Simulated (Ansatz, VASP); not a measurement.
**W in VASP and in Ansatz**

```xyz
1
Lattice="-1.5797 1.5797 1.5797 1.5797 -1.5797 1.5797 1.5797 1.5797 -1.5797" Properties=species:S:1:pos:R:3 pbc="T T T"
W     0.0000    0.0000    0.0000
```

Alike in both runs: functional PBE; dispersion D3(BJ); k mesh 18 × 18 × 18; occupations gaussian, width 0.1 eV; no spin polarisation.

Ansatz relaxed the structure, and its values are those at the end. VASP's run is a single point on that final structure, the one shown.

```csv
,VASP,Ansatz
version,VASP 6.6.1,Ansatz 0.2.0
potentials or method,"VASP PAW PBE potentials, release 64 (W_sv), cutoff 520 eV","scalar-relativistic, plane waves, PAW"
valence electrons in the cell,14,14
```

|  | VASP | Ansatz | Ansatz less VASP |
| --- | --- | --- | --- |
| gap on the k mesh at the Fermi level (eV) | none | none | - |
| pressure (GPa) | 0.6 | 0.0 | -0.61 |

A gap of «none» marks a metal or a gap that the smearing closes.

Neither program's run includes spin-orbit coupling.
